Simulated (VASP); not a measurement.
# Na (Im-3m) in VASP: a series of runs

Na is run at these levels: PBE; tasks: single point, relaxation of cell and atoms.

Program: VASP 6.6.1. These are calculated values, not measurements. Logs are shortened: lines on timing, memory, paths and dates and some standing lists are left out, and cuts for length are marked.

### Step 1. The cell of the first run

Symmetry: Im-3m, No. 229, cubic system. The conventional cell has a = 4.197 Å, b = 4.197 Å, c = 4.197 Å, α = 90.00°, β = 90.00°, γ = 90.00°. Na (site symmetry m-3m) has 14 Na at 3.63 to 4.20 Å within 4.8 Å.

### Step 2. Single point, PBE

The input, INCAR:

```
ALGO = Normal
EDIFF = 1E-7
ENCUT = 520
GGA = PE
ISIF = 2
ISMEAR = -1
LASPH = True
LCHARG = False
LREAL = False
LWAVE = False
NBANDS = 10
NELM = 60
PREC = Accurate
SIGMA = 0.05
```

The input, KPOINTS:

```
k-points
0
Gamma
  13 13 13
```

The input, POSCAR:

```
Na
1.0
   -2.0984703658      2.0984703658      2.0984703658
    2.0984703658     -2.0984703658      2.0984703658
    2.0984703658      2.0984703658     -2.0984703658
Na
1
Direct
    0.0000000000      0.0000000000      0.0000000000
```

Potentials or basis: VASP PAW PBE potentials, release 64 (Na_pv).

The run is started by

```console
> cat potpaw_PBE.64/Na_pv/POTCAR > POTCAR
> mpirun -np 1 vasp_std > vasp.out
```

OUTCAR:

```text
EDIFF = 1E-7
   ENCUT = 520
   GGA = PE
   ISIF = 2
   ISMEAR = -1
   LASPH = True
   LREAL = False
   NELM = 60
   PREC = Accurate

 ion  position               nearest neighbor table
   1  0.000  0.000  0.000-

  LATTYP: Found a body centered cubic cell.
 ALAT       =     4.1969407316

  Lattice vectors:

 A1 = (  -2.0984703658,   2.0984703658,   2.0984703658)
 A2 = (   2.0984703658,  -2.0984703658,   2.0984703658)
 A3 = (   2.0984703658,   2.0984703658,  -2.0984703658)

Analysis of symmetry for initial positions (statically):
=====================================================================
 Subroutine PRICEL returns:
 Original cell was already a primitive cell.

 Routine SETGRP: Setting up the symmetry group for a
 body centered cubic supercell.

 Subroutine GETGRP returns: Found 48 space group operations
 (whereof 48 operations were pure point group operations)
 out of a pool of 48 trial point group operations.

The static configuration has the point symmetry O_h .

Analysis of symmetry for dynamics (positions and initial velocities):
=====================================================================
 Subroutine PRICEL returns:
 Original cell was already a primitive cell.

 Routine SETGRP: Setting up the symmetry group for a
 body centered cubic supercell.

 Subroutine GETGRP returns: Found 48 space group operations
 (whereof 48 operations were pure point group operations)
 out of a pool of 48 trial point group operations.

The dynamic configuration has the point symmetry O_h .

 Subroutine INISYM returns: Found 48 space group operations
 (whereof 48 operations are pure point group operations),
 and found     1 'primitive' translations

----------------------------------------------------------------------------------------

                                     Primitive cell

  volume of cell :      36.9631

  direct lattice vectors                    reciprocal lattice vectors
    -2.098470366  2.098470366  2.098470366     0.000000000  0.238268792  0.238268792
     2.098470366 -2.098470366  2.098470366     0.238268792  0.000000000  0.238268792
     2.098470366  2.098470366 -2.098470366     0.238268792  0.238268792  0.000000000

  length of vectors
     3.634657292  3.634657292  3.634657292     0.336962958  0.336962958  0.336962958

[... 74 lines left out ...]
   LSORBIT =      F    spin-orbit coupling
   LASPH  =      T    aspherical Exc in radial PAW
   ENCUT  =  520.0 eV  38.22 Ry    6.18 a.u.   6.76  6.76  6.76*2*pi/ulx,y,z
   NELM   =     60;   NELMIN=  2; NELMDL= -5     # of ELM steps
   EDIFF  = 0.1E-06   stopping-criterion for ELM
   LREAL  =      F    real-space projection
   EDIFFG = 0.1E-05   stopping-criterion for IOM
   NSW    =      0    number of steps for IOM
   IBRION =     -1    ionic relax: 0-MD 1-quasi-New 2-CG
   NFREE  =      0    steps in history (QN), initial steepest desc. (CG)
   ISIF   =      2    stress and relaxation
   ISYM   =      2    0-nonsym 1-usesym 2-fastsym
   POTIM  = 0.5000    time-step for ionic-motion
   TEBEG  =    0.0;   TEEND  =   0.0 temperature during run
   PSTRESS=    0.0 pullay stress
   NELECT =       7.0000    total number of electrons
   NUPDOWN=      -1.0000    fix difference up-down
   EMIN   =  10.00;   EMAX   =-10.00  energy-range for DOS
   EFERMI =   0.00;   METHOD = LEGACY
   ISMEAR =    -1;   SIGMA  =   0.05  broadening in eV -4-tet -1-fermi 0-gaus
   EFERMI_NEDOS =   21; number of points for ismear=-14 and -15
   IALGO  =     38    algorithm
   IMIX   =      4    mixing-type and parameters
     AMIX     =   0.40;   BMIX     =  1.00
     AMIX_MAG =   1.60;   BMIX_MAG =  1.00
  volume/ion in A,a.u.               =      36.96       249.44
  Fermi-wavevector in a.u.,A,eV,Ry     =   0.940123  1.776575 12.025254  0.883831
  Thomas-Fermi vector in A             =   2.067503
   LORBIT       =      0    0 simple, 1 ext, 2 COOP (PROOUT), +10 PAW based schemes
   GGA     = PE    functional components
[... 5 lines left out ...]
 non-spin polarized calculation
  energy-cutoff  :      520.00
  volume of cell :       36.96
 maximum number of plane-waves:      1009
   NGX = 13   NGY = 13   NGZ = 13

 number of electron       7.0000004 magnetization

 Free energy of the ion-electron system (eV)
  ---------------------------------------------------
  ext. energy  EPLUGINS =         0.00000000
  ---------------------------------------------------
  free energy    TOTEN  =        -1.31222945 eV

  energy without entropy =       -1.30777455  energy(sigma->0) =       -1.31000200

 E-fermi :   0.3692     XC(G=0):  -6.5098

 val. band max:        0.2976083678   @ k =  -0.3077   0.3077   0.3077
 cond. band min:       0.3913284841   @ k =  -0.3846   0.4615   0.0769
 fundamental gap:      0.0937201162
 Fermi energy:         0.3691840864

 k-point     1 :       0.0000    0.0000    0.0000
  band No.  band energies     occupation
      1     -24.5619      2.00000
      2     -24.5619      2.00000
      3     -24.5619      2.00000
      4      -2.9469      2.00000
      5      12.0889      0.00000
      6      12.0889      0.00000
      7      12.0889      0.00000
      8      13.0908      0.00000
      9      13.0908      0.00000
     10      13.6486      0.00000
[... 287 lines left out ...]
 k-point    24 :       0.2308    0.0769    0.0769
  band No.  band energies     occupation
      1     -24.5873      2.00000
      2     -24.5698      2.00000
      3     -24.5637      2.00000
      4      -1.0973      2.00000
      5       5.2048      0.00000
      6       7.3325      0.00000
      7       8.4260      0.00000
      8      12.3911      0.00000
      9      13.0513      0.00000
     10      15.2924      0.00000

 [... further k-points ...]

------------------------ aborting loop because EDIFF is reached ----------------------------------------

  FORCE on cell =-STRESS in cart. coord.  units (eV):
  Direction    XX          YY          ZZ          XY          YZ          ZX
  --------------------------------------------------------------------------------------
  -------------------------------------------------------------------------------------
  Total        0.0002863      0.0002863      0.0002863      0.0000000     -0.0000000      0.0000000
  in kB        0.0124111      0.0124111      0.0124111      0.0000000     -0.0000000      0.0000000
  external PRESSURE =       0.0124111 kB  Pullay stress =       0.0000000 kB

 VOLUME and BASIS-vectors are now :
 -----------------------------------------------------------------------------
  energy-cutoff  :      520.00
  volume of cell :       36.96
      direct lattice vectors                 reciprocal lattice vectors
    -2.098470366  2.098470366  2.098470366     0.000000000  0.238268792  0.238268792
     2.098470366 -2.098470366  2.098470366     0.238268792  0.000000000  0.238268792
     2.098470366  2.098470366 -2.098470366     0.238268792  0.238268792  0.000000000

 POSITION                                       TOTAL-FORCE (eV/Angst)
 -----------------------------------------------------------------------------------
      0.00000      0.00000      0.00000         0.000000     -0.000000      0.000000
 -----------------------------------------------------------------------------------
    total drift:                               -0.000000     -0.000000     -0.000000

  FREE ENERGIE OF THE ION-ELECTRON SYSTEM (eV)
  ---------------------------------------------------
  free  energy   TOTEN  =        -1.3122294507 eV

  energy  without entropy=       -1.3077745451  energy(sigma->0) =       -1.31000200
```

stdout:

```text
POSCAR found type information on POSCAR Na
 POSCAR found :  1 types and       1 ions
 scaLAPACK will be used
 LDA part: xc-table for (Slater+PW92), standard interpolation
 POSCAR, INCAR and KPOINTS ok, starting setup
 FFT: planning ... GRIDC
 FFT: planning ... GRID_SOFT
 FFT: planning ... GRID
 WAVECAR not read
 entering main loop
```

Run time: 32 s. Hardware: 1 thread of Intel Xeon 8259CL, shared host; peak memory 0.16 GiB.

What came out:

- Free energy: -1.3122 eV
- Pressure: 0.0 GPa

Levels at points of the mesh, in eV from the Fermi level:
| k point | band 1 | band 2 | band 3 | band 4 | band 5 | band 6 | band 7 | band 8 |
| --- | --- | --- | --- | --- | --- | --- | --- | --- |
| (0.00, 0.00, 0.00) | -24.93 | -24.93 | -24.93 | -3.32 | 11.72 | 11.72 | 11.72 | 12.72 |

### Step 3. Relaxation of cell and atoms, PBE

This run uses another cell than the first one, of 37.71 Å³/atom, 1.020 times its volume.

The input, INCAR:

```
ALGO = Normal
EDIFF = 1E-6
EDIFFG = -0.01
ENCUT = 600
GGA = PE
IBRION = 2
ISIF = 3
ISMEAR = -1
LASPH = True
LCHARG = False
LREAL = False
LWAVE = False
NELM = 60
NSW = 80
PREC = Accurate
SIGMA = 0.05
```

KPOINTS is that of step 2.

The input, POSCAR:

```
Na
1.0
   -2.1125000000      2.1125000000      2.1125000000
    2.1125000000     -2.1125000000      2.1125000000
    2.1125000000      2.1125000000     -2.1125000000
Na
1
Direct
    0.0000000000      0.0000000000      0.0000000000
```

Potentials or basis: VASP PAW PBE potentials, release 64 (Na_pv).

The run is started by

```console
> cat potpaw_PBE.64/Na_pv/POTCAR > POTCAR
> mpirun -np 1 vasp_std > vasp.out
```

It took 57 s on 1 thread of Intel Xeon 8259CL, shared host; peak memory 0.17 GiB.

The run converged. Its results:

* Free energy: -1.3122 eV
* Relaxed volume: 37.12 Å³/atom
* Relaxed cell: a = 3.640 Å, b = 3.640 Å, c = 3.640 Å, α = 109.47°, β = 109.47°, γ = 109.47°
* Space group after relaxing (to 0.05 Å): Im-3m (No. 229)
* Energy gained by relaxing: 0.3 meV/atom
* Ionic steps: 4
* Pressure after relaxing: 0.0 GPa

The path:
```
step  energy change (eV)  largest force (eV/Å)  pressure (GPa)  volume (Å³)
   1              0.0000                0.0000           -0.16        37.71
   2             -0.0002                0.0000           -0.08        37.50
   3             -0.0002                0.0000           -0.06        37.37
   4             -0.0003                0.0000            0.00        37.12
```

Final structure:
```yaml
crystal:
  lattice:
    - [-2.10135, 2.10135, 2.10135]
    - [2.10135, -2.10135, 2.10135]
    - [2.10135, 2.10135, -2.10135]
  atoms:
    - { symbol: Na, position: [0.00000, 0.00000, 0.00000] }
```

Levels at points of the mesh, in eV from the Fermi level:
```tsv
k point	band 1	band 2	band 3	band 4	band 5	band 6
(0.00, 0.00, 0.00)	-24.93	-24.93	-24.93	-3.31	11.69	11.69
```
